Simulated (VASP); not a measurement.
# CuO2 (fluorite type) (Fm-3m) in VASP: further runs

The runs below take CuO2 (fluorite type) through single point, with PBE.

Program: VASP 6.6.1. These are calculated values, not measurements. Logs are shortened: lines on timing, memory, paths and dates and some standing lists are left out, and cuts for length are marked.

## (1) The cell of the first run

It takes space group Fm-3m (No. 225, cubic). The conventional cell has a = 4.834 Å, b = 4.834 Å, c = 4.834 Å, α = 90.00°, β = 90.00°, γ = 90.00°. Within 2.8 Å of Cu (site symmetry m-3m) lie 8 O at 2.09 Å. O (site symmetry -43m) has 4 Cu at 2.09 Å and 6 O at 2.42 Å within 2.8 Å.

## (2) Single point, PBE

INCAR reads:

```
PREC     = Accurate       # precision mode
ENCUT    = 520            # plane-wave cutoff, eV
EDIFF    = 1E-6           # SCF threshold, eV
ISMEAR   = -1             # smearing method
SIGMA    = 0.06122561905347299 # smearing width, eV
LREAL    = F              # projectors in reciprocal space
LASPH    = T              # aspherical terms in the spheres
NELM     = 80             # most SCF steps
ALGO     = Normal         # electronic algorithm
ISIF     = 2              # what is computed and relaxed
LWAVE    = F              # write WAVECAR
LCHARG   = T              # write CHGCAR
GGA      = PE             # functional
LELF     = T              # ELF
LVHAR    = T            
NBANDS   = 18             # bands
```

KPOINTS reads:

```
Automatic mesh
0
Gamma
  20 20 20
```

POSCAR reads:

```
CuO2
1.0
    0.0000000000      2.4168144344      2.4168144344
    2.4168144344      0.0000000000      2.4168144344
    2.4168144344      2.4168144344      0.0000000000
Cu O
1 2
Direct
    0.0000000000      0.0000000000      0.0000000000
    0.2500000000      0.2500000000      0.2500000000
    0.7500000000      0.7500000000      0.7500000000
```

Potentials or basis: VASP PAW PBE potentials, release 64 (Cu, O).

Run with:

```
$ cat potpaw_PBE.64/Cu/POTCAR potpaw_PBE.64/O/POTCAR > POTCAR
$ mpirun -np 1 vasp_std > vasp.out
```

OUTCAR:

```text
PREC = Accurate
   ENCUT = 520
   EDIFF = 1E-6
   ISMEAR = -1
   LREAL = F
   LASPH = T
   NELM = 80
   ISIF = 2
   GGA = PE

 ion  position               nearest neighbor table
   1  0.000  0.000  0.000-   3 2.09   3 2.09   3 2.09   2 2.09   3 2.09   2 2.09   2 2.09   2 2.09

   2  0.250  0.250  0.250-   1 2.09   1 2.09   1 2.09   1 2.09
   3  0.750  0.750  0.750-   1 2.09   1 2.09   1 2.09   1 2.09

  LATTYP: Found a face centered cubic cell.
 ALAT       =     4.8336288688

  Lattice vectors:

 A1 = (   0.0000000000,   2.4168144344,   2.4168144344)
 A2 = (   2.4168144344,   0.0000000000,   2.4168144344)
 A3 = (   2.4168144344,   2.4168144344,   0.0000000000)

Analysis of symmetry for initial positions (statically):
=====================================================================
 Subroutine PRICEL returns:
 Original cell was already a primitive cell.

 Routine SETGRP: Setting up the symmetry group for a
 face centered cubic supercell.

 Subroutine GETGRP returns: Found 48 space group operations
 (whereof 48 operations were pure point group operations)
 out of a pool of 48 trial point group operations.

The static configuration has the point symmetry O_h .

Analysis of symmetry for dynamics (positions and initial velocities):
=====================================================================
 Subroutine PRICEL returns:
 Original cell was already a primitive cell.

 Routine SETGRP: Setting up the symmetry group for a
 face centered cubic supercell.

 Subroutine GETGRP returns: Found 48 space group operations
 (whereof 48 operations were pure point group operations)
 out of a pool of 48 trial point group operations.

The dynamic configuration has the point symmetry O_h .

 Subroutine INISYM returns: Found 48 space group operations
 (whereof 48 operations are pure point group operations),
 and found     1 'primitive' translations

----------------------------------------------------------------------------------------

                                     Primitive cell

  volume of cell :      28.2332

  direct lattice vectors                    reciprocal lattice vectors
     0.000000000  2.416814434  2.416814434    -0.206883902  0.206883902  0.206883902
     2.416814434  0.000000000  2.416814434     0.206883902 -0.206883902  0.206883902
     2.416814434  2.416814434  0.000000000     0.206883902  0.206883902 -0.206883902

  length of vectors
     3.417891751  3.417891751  3.417891751     0.358333429  0.358333429  0.358333429

[... 82 lines left out ...]
   EDIFF  = 0.1E-05   stopping-criterion for ELM
   LREAL  =      F    real-space projection
   EDIFFG = 0.1E-04   stopping-criterion for IOM
   NSW    =      0    number of steps for IOM
   IBRION =     -1    ionic relax: 0-MD 1-quasi-New 2-CG
   NFREE  =      0    steps in history (QN), initial steepest desc. (CG)
   ISIF   =      2    stress and relaxation
   ISYM   =      2    0-nonsym 1-usesym 2-fastsym
   POTIM  = 0.5000    time-step for ionic-motion
   TEBEG  =    0.0;   TEEND  =   0.0 temperature during run
   PSTRESS=    0.0 pullay stress
   NELECT =      23.0000    total number of electrons
   NUPDOWN=      -1.0000    fix difference up-down
   EMIN   =  10.00;   EMAX   =-10.00  energy-range for DOS
   EFERMI =   0.00;   METHOD = LEGACY
   ISMEAR =    -1;   SIGMA  =   0.06  broadening in eV -4-tet -1-fermi 0-gaus
   EFERMI_NEDOS =   21; number of points for ismear=-14 and -15
   IALGO  =     38    algorithm
   IMIX   =      4    mixing-type and parameters
     AMIX     =   0.40;   BMIX     =  1.00
     AMIX_MAG =   1.60;   BMIX_MAG =  1.00
  volume/ion in A,a.u.               =       9.41        63.51
  Fermi-wavevector in a.u.,A,eV,Ry     =   1.528965  2.889324 31.806791  2.337733
  Thomas-Fermi vector in A             =   2.636651
   LORBIT       =      0    0 simple, 1 ext, 2 COOP (PROOUT), +10 PAW based schemes
   GGA     = PE    functional components
   LHFCALC =     F    Hartree Fock is set to
   AEXX    =    0.0000 exact exchange contribution
   IVDW    =     0    specifies the selected vdW correction
   LEPSILON=     F    determine dielectric tensor
   LRPA    =     F    only Hartree local field effects (RPA)
 non-spin polarized calculation
  energy-cutoff  :      520.00
  volume of cell :       28.23
 maximum number of plane-waves:       778
 NGX is ok and might be reduce to    28
   NGX = 13   NGY = 13   NGZ = 13

 number of electron      22.9999990 magnetization

 Free energy of the ion-electron system (eV)
  ---------------------------------------------------
  ext. energy  EPLUGINS =         0.00000000
  ---------------------------------------------------
  free energy    TOTEN  =       -12.97407483 eV

  energy without entropy =      -12.87306157  energy(sigma->0) =      -12.92356820

 E-fermi :   4.2043     XC(G=0): -11.8382

 val. band max:        4.2024835609   @ k =   0.4500   0.3500   0.1000
 cond. band min:       4.2045229126   @ k =   0.3500   0.3500   0.0000
 fundamental gap:      0.0020393518
 Fermi energy:         4.2042794506

 k-point     1 :       0.0000    0.0000    0.0000
  band No.  band energies     occupation
      1     -15.5244      2.00000
      2     -11.6020      2.00000
      3      -1.5271      2.00000
      4      -1.5271      2.00000
      5      -1.5271      2.00000
      6       1.3318      2.00000
[... 481 lines left out ...]
      5       0.2907      2.00000
      6       0.4334      2.00000
[... 10 lines left out ...]
     17      19.0096      0.00000
     18      23.2631      0.00000

 [... further k-points ...]

------------------------ aborting loop because EDIFF is reached ----------------------------------------

  FORCE on cell =-STRESS in cart. coord.  units (eV):
  Direction    XX          YY          ZZ          XY          YZ          ZX
  --------------------------------------------------------------------------------------
  -------------------------------------------------------------------------------------
  Total        0.1034370      0.1034370      0.1034370     -0.0000000     -0.0000000      0.0000000
  in kB        5.8698438      5.8698438      5.8698438     -0.0000000     -0.0000000      0.0000000
  external PRESSURE =       5.8698438 kB  Pullay stress =       0.0000000 kB

 VOLUME and BASIS-vectors are now :
 -----------------------------------------------------------------------------
  energy-cutoff  :      520.00
  volume of cell :       28.23
      direct lattice vectors                 reciprocal lattice vectors
     0.000000000  2.416814434  2.416814434    -0.206883902  0.206883902  0.206883902
     2.416814434  0.000000000  2.416814434     0.206883902 -0.206883902  0.206883902
     2.416814434  2.416814434  0.000000000     0.206883902  0.206883902 -0.206883902

 POSITION                                       TOTAL-FORCE (eV/Angst)
 -----------------------------------------------------------------------------------
      0.00000      0.00000      0.00000        -0.000000      0.000000      0.000000
      1.20841      1.20841      1.20841        -0.000000     -0.000000     -0.000000
      3.62522      3.62522      3.62522         0.000000      0.000000      0.000000
 -----------------------------------------------------------------------------------
    total drift:                               -0.000000     -0.000000      0.000000

  FREE ENERGIE OF THE ION-ELECTRON SYSTEM (eV)
  ---------------------------------------------------
  free  energy   TOTEN  =       -12.9740748281 eV

  energy  without entropy=      -12.8730615705  energy(sigma->0) =      -12.92356820
```

OSZICAR:

```text
N       E                     dE             d eps       ncg     rms          rms(c)
DAV:   1     0.169687754330E+03    0.16969E+03   -0.12144E+04  9950   0.182E+03
DAV:   2    -0.637227792273E+01   -0.17606E+03   -0.16593E+03  9704   0.360E+02
DAV:   3    -0.215593790629E+02   -0.15187E+02   -0.14736E+02 10996   0.112E+02
DAV:   4    -0.218844534447E+02   -0.32507E+00   -0.32392E+00 11668   0.163E+01
[... 12 lines left out ...]
DAV:  17    -0.129740978393E+02   -0.10595E-04   -0.52645E-05 14138   0.152E-01    0.590E-02
DAV:  18    -0.129740859037E+02    0.11936E-04   -0.25124E-05 11166   0.526E-02    0.378E-02
DAV:  19    -0.129740847688E+02    0.11349E-05   -0.86738E-07  5512   0.171E-02    0.358E-02
DAV:  20    -0.129740749652E+02    0.98036E-05   -0.24310E-05  9766   0.148E-01    0.115E-03
DAV:  21    -0.129740748281E+02    0.13707E-06   -0.77871E-07  5202   0.899E-03
   1 F= -.12974075E+02 E0= -.12923568E+02  d E =-.101013E+00
```

Run time: 1.7 min. Hardware: 1 thread of Intel Xeon 6975P-C (Granite Rapids), shared host; peak memory 0.25 GiB.

Results:

```
Free energy            : -12.9741 eV
Pressure               : 0.6 GPa
Band gap on the k mesh : zero (an odd number of electrons rules out a gap without spin polarisation)
```

Levels at points of the mesh, in eV from the Fermi level:
| k point | band 7 | band 8 | band 9 | band 10 | band 11 | band 12 | band 13 | band 14 | band 15 | band 16 |
| --- | --- | --- | --- | --- | --- | --- | --- | --- | --- | --- |
| (0.00, 0.00, 0.00) | -2.87 | -1.01 | -1.01 | -1.01 | -0.08 | -0.08 | -0.08 | 5.76 | 11.92 | 11.92 |
| (0.50, 0.00, 0.00) | -2.83 | -2.83 | -2.80 | -2.80 | -2.19 | 0.04 | 0.04 | 9.71 | 10.90 | 15.57 |
| (0.50, 0.50, 0.00) | -3.56 | -2.71 | -2.46 | -2.30 | 0.05 | 0.64 | 0.64 | 8.64 | 12.04 | 12.74 |

Caveat: an odd number of electrons without spin polarisation forces a metal; a magnetic or distorted state may lie lower; semilocal functionals often make such compounds metallic where correlation or magnetic order opens a gap, which also shifts bond lengths.

## (3) Single point, PBE

This run uses another cell than the first one, of 9.60 Å³/atom.

INCAR reads:

```
SYSTEM = CuO2
PREC     = Accurate       ! precision mode
ENCUT    = 520            ! plane-wave cutoff, eV
EDIFF    = 1E-6           ! SCF threshold, eV
ISMEAR   = -1             ! smearing method
SIGMA    = 0.06122561905347299 ! smearing width, eV
LREAL    = .False.        ! projectors in reciprocal space
LASPH    = .True.         ! aspherical terms in the spheres
NELM     = 100            ! most SCF steps
ALGO     = Normal         ! electronic algorithm
ISIF     = 2              ! what is computed and relaxed
LWAVE    = .False.        ! write WAVECAR
LCHARG   = .False.        ! write CHGCAR
GGA      = PE             ! functional
NBANDS   = 18             ! bands
```

KPOINTS reads:

```
Automatic mesh
0
Gamma
  20 20 20
  0 0 0
```

POSCAR reads:

```
CuO2
1.0
    0.0000000000      2.4328202944      2.4328202944
    2.4328202944      0.0000000000      2.4328202944
    2.4328202944      2.4328202944      0.0000000000
Cu O
1 2
Direct
    0.0000000000      0.0000000000      0.0000000000
    0.2500000000      0.2500000000      0.2500000000
    0.7500000000      0.7500000000      0.7500000000
```

Potentials or basis: VASP PAW PBE potentials, release 64 (Cu, O).

Run with:

```
$ cat potpaw_PBE.64/Cu/POTCAR potpaw_PBE.64/O/POTCAR > POTCAR
$ mpirun -np 1 vasp_std > vasp.out
```

It took 1.8 min on 1 thread of Intel Xeon 6975P-C (Granite Rapids), shared host; peak memory 0.25 GiB.

Results (log left out):

| Quantity | Value |
| --- | --- |
| Free energy | -12.9714 eV |
| Pressure | -3.3 GPa |
| Band gap on the k mesh | zero (an odd number of electrons rules out a gap without spin polarisation) |

Levels at points of the mesh, in eV from the Fermi level:
```csv
k point,band 8,band 9,band 10,band 11,band 12,band 13,band 14,band 15
"(0.00, 0.00, 0.00)",-0.98,-0.98,-0.98,-0.09,-0.09,-0.09,5.61,11.87
"(0.50, 0.00, 0.00)",-2.75,-2.73,-2.73,-2.16,0.04,0.04,9.52,10.82
"(0.50, 0.50, 0.00)",-2.64,-2.40,-2.27,0.05,0.62,0.62,8.55,11.87
```

Caveat: the cell stands under tension; an odd number of electrons without spin polarisation forces a metal; a magnetic or distorted state may lie lower; semilocal functionals often make such compounds metallic where correlation or magnetic order opens a gap, which also shifts bond lengths. With open d or f shells a metallic result of PBE can be an artefact of self-interaction; +U or a hybrid may open a gap.
